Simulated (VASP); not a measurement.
# MoSe2 (P-3m1) in VASP: notebook

Runs on MoSe2. Level: PBE+D3(BJ). Tasks: single point.

All numbers are computed with VASP 6.6.1; they aren't measurements. Logs are shortened: lines on timing, memory, paths and dates and some standing lists are left out, and cuts for length are marked.

### 1 The cell of the first run

The typed cell holds 24 atoms: a = 6.553 Å, b = 6.553 Å, c = 12.740 Å, α = 90.00°, β = 90.00°, γ = 120.00°.

### 2 Single point, PBE+D3(BJ)

Contents of INCAR:

```
PREC = Accurate
ENCUT = 520
EDIFF = 1E-6
ISMEAR = 0
SIGMA = 0.01
LREAL = Auto
LASPH = T
NELM = 100
ALGO = Normal
ISIF = 2
LWAVE = F
LCHARG = F
GGA = PE
IVDW = 12
NBANDS = 122
```

Contents of KPOINTS:

```
Automatic mesh
0
Gamma
  3 3 2
  0 0 0.5
```

Contents of POSCAR:

```
MoSe2
1.0
    3.2766325970     -5.6752941356      0.0000000000
   -6.5532651938     -0.0000000001      0.0000000000
    0.0000000000      0.0000000000    -12.7397032930
Mo Se
8 16
Direct
    0.3333333333      0.1666666667      0.7499750122
    0.8333333333      0.1666666667      0.7499750122
    0.3333333333      0.6666666667      0.7499750122
    0.8333333333      0.6666666667      0.7499750122
    0.1666666667      0.3333333333      0.2500249878
    0.6666666667      0.3333333333      0.2500249878
    0.1666666667      0.8333333333      0.2500249878
    0.6666666667      0.8333333333      0.2500249878
    0.1666666667      0.3333333333      0.6185726289
    0.6666666667      0.3333333333      0.6185726289
    0.1666666667      0.8333333333      0.6185726289
    0.6666666667      0.8333333333      0.6185726289
    0.3333333333      0.1666666667      0.1186245230
    0.8333333333      0.1666666667      0.1186245230
    0.3333333333      0.6666666667      0.1186245230
    0.8333333333      0.6666666667      0.1186245230
    0.1666666667      0.3333333333      0.8813754770
    0.6666666667      0.3333333333      0.8813754770
    0.1666666667      0.8333333333      0.8813754770
    0.6666666667      0.8333333333      0.8813754770
    0.3333333333      0.1666666667      0.3814273711
    0.8333333333      0.1666666667      0.3814273711
    0.3333333333      0.6666666667      0.3814273711
    0.8333333333      0.6666666667      0.3814273711
```

Potentials or basis: VASP PAW PBE potentials, release 64 (Mo_sv, Se).

On the command line:

```sh
> cat potpaw_PBE.64/Mo_sv/POTCAR potpaw_PBE.64/Se/POTCAR > POTCAR
> mpirun -np 1 vasp_std > vasp.out
```

OUTCAR:

```text
PREC = Accurate
   ENCUT = 520
   EDIFF = 1E-6
   ISMEAR = 0
   LREAL = Auto
   LASPH = T
   NELM = 100
   ISIF = 2
   GGA = PE
   IVDW = 12
 IVDW          = 12

 ion  position               nearest neighbor table
   1  0.333  0.167  0.750-  17 2.53  19 2.53  18 2.53   9 2.53  11 2.53  10 2.53   3 3.28   3 3.28
                             4 3.28   4 3.28   2 3.28   2 3.28
   2  0.833  0.167  0.750-  18 2.53  20 2.53  17 2.53  10 2.53  12 2.53   9 2.53   4 3.28   4 3.28
                             3 3.28   3 3.28   1 3.28   1 3.28
   3  0.333  0.667  0.750-  19 2.53  17 2.53  20 2.53  11 2.53   9 2.53  12 2.53   1 3.28   1 3.28
                             2 3.28   2 3.28   4 3.28   4 3.28
   4  0.833  0.667  0.750-  20 2.53  18 2.53  19 2.53  12 2.53  10 2.53  11 2.53   2 3.28   2 3.28
                             1 3.28   1 3.28   3 3.28   3 3.28
   5  0.167  0.333  0.250-  13 2.53  15 2.53  14 2.53  21 2.53  23 2.53  22 2.53   7 3.28   7 3.28
                             8 3.28   8 3.28   6 3.28   6 3.28
   6  0.667  0.333  0.250-  14 2.53  16 2.53  13 2.53  22 2.53  24 2.53  21 2.53   8 3.28   8 3.28
                             7 3.28   7 3.28   5 3.28   5 3.28
   7  0.167  0.833  0.250-  15 2.53  13 2.53  16 2.53  23 2.53  21 2.53  24 2.53   5 3.28   5 3.28
                             6 3.28   6 3.28   8 3.28   8 3.28
   8  0.667  0.833  0.250-  16 2.53  14 2.53  15 2.53  24 2.53  22 2.53  23 2.53   6 3.28   6 3.28
                             5 3.28   5 3.28   7 3.28   7 3.28
   9  0.167  0.333  0.619-   1 2.53   3 2.53   2 2.53
[... 22 lines left out ...]
 A1 = (   3.2766325970,  -5.6752941356,   0.0000000000)
 A2 = (  -6.5532651938,  -0.0000000001,   0.0000000000)
 A3 = (   0.0000000000,   0.0000000000, -12.7397032930)

Analysis of symmetry for initial positions (statically):
=====================================================================
 Subroutine PRICEL returns following result:

  LATTYP: Found a hexagonal cell.
 ALAT       =     3.2766325969
 C/A-ratio  =     3.8880475354

  Lattice vectors:

 A1 = (   1.6383162985,  -2.8376470678,   0.0000000000)
 A2 = (  -3.2766325969,  -0.0000000000,   0.0000000000)
 A3 = (   0.0000000000,   0.0000000000, -12.7397032930)

   4 primitive cells build up your supercell.

 Routine SETGRP: Setting up the symmetry group for a
 hexagonal supercell.

 Subroutine GETGRP returns: Found 12 space group operations
 (whereof 12 operations were pure point group operations)
 out of a pool of 24 trial point group operations.

The static configuration has the point symmetry D_3d.

Analysis of symmetry for dynamics (positions and initial velocities):
[... 118 lines left out ...]
   TEBEG  =    0.0;   TEEND  =   0.0 temperature during run
   PSTRESS=    0.0 pullay stress
   NELECT =     208.0000    total number of electrons
   NUPDOWN=      -1.0000    fix difference up-down
   EMIN   =  10.00;   EMAX   =-10.00  energy-range for DOS
   EFERMI =   0.00;   METHOD = LEGACY
   ISMEAR =     0;   SIGMA  =   0.01  broadening in eV -4-tet -1-fermi 0-gaus
   EFERMI_NEDOS =   21; number of points for ismear=-14 and -15
   IALGO  =     38    algorithm
   IMIX   =      4    mixing-type and parameters
     AMIX     =   0.40;   BMIX     =  1.00
     AMIX_MAG =   1.60;   BMIX_MAG =  1.00
  volume/ion in A,a.u.               =      19.74       133.23
  Fermi-wavevector in a.u.,A,eV,Ry     =   1.244211  2.351218 21.062658  1.548062
  Thomas-Fermi vector in A             =   2.378488
   LORBIT       =      0    0 simple, 1 ext, 2 COOP (PROOUT), +10 PAW based schemes
   GGA     = PE    functional components
   LHFCALC =     F    Hartree Fock is set to
   AEXX    =    0.0000 exact exchange contribution
   IVDW    =    12    specifies the selected vdW correction
   LEPSILON=     F    determine dielectric tensor
   LRPA    =     F    only Hartree local field effects (RPA)
 non-spin polarized calculation
 Gauss-broadening in eV      SIGMA  =   0.01
  energy-cutoff  :      520.00
  volume of cell :      473.81
 maximum number of plane-waves:     12786
 NGX is ok and might be reduce to    50
   NGX = 25   NGY = 25   NGZ = 47

 number of electron     208.0000008 magnetization

 Free energy of the ion-electron system (eV)
  ---------------------------------------------------
  ext. energy  EPLUGINS =         0.00000000
  ---------------------------------------------------
  free energy    TOTEN  =      -159.25345835 eV

  energy without entropy =     -159.25345835  energy(sigma->0) =     -159.25345835

 E-fermi :   6.8775     XC(G=0): -10.8287

 val. band max:        6.6834728814   @ k =   0.0000   0.0000   0.2500
 cond. band min:       7.6079374371   @ k =   0.3333   0.3333   0.2500
 fundamental gap:      0.9244645558
 Fermi energy:         6.8775279468

 k-point     1 :       0.0000    0.0000    0.2500
  band No.  band energies     occupation
      1     -54.4772      2.00000
      2     -54.4772      2.00000
      3     -54.4516      2.00000
      4     -54.4516      2.00000
      5     -54.4516      2.00000
      6     -54.4516      2.00000
[... 465 lines left out ...]
    115       8.4832      0.00000
    116       8.4832      0.00000
 [bands above 116 left out]

------------------------ aborting loop because EDIFF is reached ----------------------------------------

 Edisp (eV)  -11.49590

 E8    (eV) :    -4.9595

  FORCE on cell =-STRESS in cart. coord.  units (eV):
  Direction    XX          YY          ZZ          XY          YZ          ZX
  --------------------------------------------------------------------------------------
  -------------------------------------------------------------------------------------
  Total       0.66650     0.66650     0.82146    -0.00000     0.00000     0.00000
  in kB       2.25375     2.25375     2.77773    -0.00000     0.00000     0.00000
  external pressure =        2.43 kB  Pullay stress =        0.00 kB

 VOLUME and BASIS-vectors are now :
 -----------------------------------------------------------------------------
  energy-cutoff  :      520.00
  volume of cell :      473.81
      direct lattice vectors                 reciprocal lattice vectors
     3.276632597 -5.675294136  0.000000000     0.000000000 -0.176202321  0.000000000
    -6.553265194 -0.000000000  0.000000000    -0.152595686 -0.088101161  0.000000000
     0.000000000  0.000000000-12.739703293     0.000000000  0.000000000 -0.078494764

 POSITION                                       TOTAL-FORCE (eV/Angst)
 -----------------------------------------------------------------------------------
     -0.00000     -1.89176     -9.55446         0.000000      0.000000      0.000253
      1.63832     -4.72941     -9.55446         0.000000      0.000000      0.000253
     -3.27663     -1.89176     -9.55446         0.000000     -0.000000      0.000253
     -1.63832     -4.72941     -9.55446         0.000000      0.000000      0.000253
     -1.63832     -0.94588     -3.18524        -0.000000     -0.000000     -0.000253
      0.00000     -3.78353     -3.18524        -0.000000     -0.000000     -0.000253
[... 16 lines left out ...]
     -3.27663     -1.89176     -4.85927         0.000000     -0.000000     -0.048047
     -1.63832     -4.72941     -4.85927         0.000000      0.000000     -0.048047
 -----------------------------------------------------------------------------------
    total drift:                               -0.000000     -0.000000      0.000000

  FREE ENERGIE OF THE ION-ELECTRON SYSTEM (eV)
  ---------------------------------------------------
  free  energy   TOTEN  =      -170.7493581163 eV

  energy  without entropy=     -170.7493581163  energy(sigma->0) =     -170.74935812
```

OSZICAR:

```text
N       E                     dE             d eps       ncg     rms          rms(c)
DAV:   1     0.195088441507E+04    0.19509E+04   -0.11338E+05  1096   0.160E+03
DAV:   2    -0.119827747537E+02   -0.19629E+04   -0.19008E+04  1160   0.399E+02
DAV:   3    -0.162143020572E+03   -0.15016E+03   -0.14732E+03  1208   0.904E+01
DAV:   4    -0.166777498834E+03   -0.46345E+01   -0.45891E+01  1152   0.151E+01
DAV:   5    -0.166967606804E+03   -0.19011E+00   -0.18950E+00  1360   0.256E+00    0.505E+01
DAV:   6    -0.162024966784E+03    0.49426E+01   -0.62532E+01  1142   0.208E+01    0.154E+01
DAV:   7    -0.160528220672E+03    0.14967E+01   -0.34389E+01  1110   0.143E+01    0.130E+01
DAV:   8    -0.159246668548E+03    0.12816E+01   -0.56118E+00  1254   0.633E+00    0.347E+00
DAV:   9    -0.159271288116E+03   -0.24620E-01   -0.70274E-01  1224   0.192E+00    0.183E+00
DAV:  10    -0.159252776488E+03    0.18512E-01   -0.14835E-01  1184   0.113E+00    0.288E-01
DAV:  11    -0.159253506247E+03   -0.72976E-03   -0.57882E-03  1166   0.216E-01    0.134E-01
DAV:  12    -0.159253396333E+03    0.10991E-03   -0.14982E-03  1256   0.103E-01    0.270E-02
DAV:  13    -0.159253456533E+03   -0.60201E-04   -0.18173E-04  1094   0.391E-02    0.298E-02
DAV:  14    -0.159253457692E+03   -0.11590E-05   -0.26405E-05  1184   0.148E-02    0.524E-03
DAV:  15    -0.159253458839E+03   -0.11464E-05   -0.66072E-06  1048   0.604E-03    0.592E-03
DAV:  16    -0.159253458347E+03    0.49142E-06   -0.13030E-06   760   0.350E-03
   1 F= -.17074936E+03 E0= -.17074936E+03  d E =-.179188-166
```

Wall time 15 min (1 thread of AMD EPYC 7R13, shared host); peak memory 0.55 GiB.

What came out:

* Free energy: -170.7494 eV
* Pressure: 0.2 GPa
* Largest force: 0.051 eV/Å
* Band gap on the k mesh: 0.92 eV
* Dispersion energy per atom: -0.479 eV

Forces in eV/Å, atoms in the order of the input:
```
Mo   0.000  0.000  0.000
Mo   0.000  0.000  0.000
Mo   0.000  0.000  0.000
Mo   0.000  0.000  0.000
Mo   0.000  0.000  0.000
Mo   0.000  0.000  0.000
Mo   0.000  0.000  0.000
Mo   0.000  0.000  0.000
Se   0.000  0.000  0.048
Se   0.000  0.000  0.048
Se   0.000  0.000  0.048
Se   0.000  0.000  0.048
Se   0.000  0.000  0.051
Se   0.000  0.000  0.051
Se   0.000  0.000  0.051
Se   0.000  0.000  0.051
Se   0.000  0.000 -0.051
Se   0.000  0.000 -0.051
Se   0.000  0.000 -0.051
Se   0.000  0.000 -0.051
Se   0.000  0.000 -0.048
Se   0.000  0.000 -0.048
Se   0.000  0.000 -0.048
Se   0.000  0.000 -0.048
```

(Part 1 of 2 ends here.)
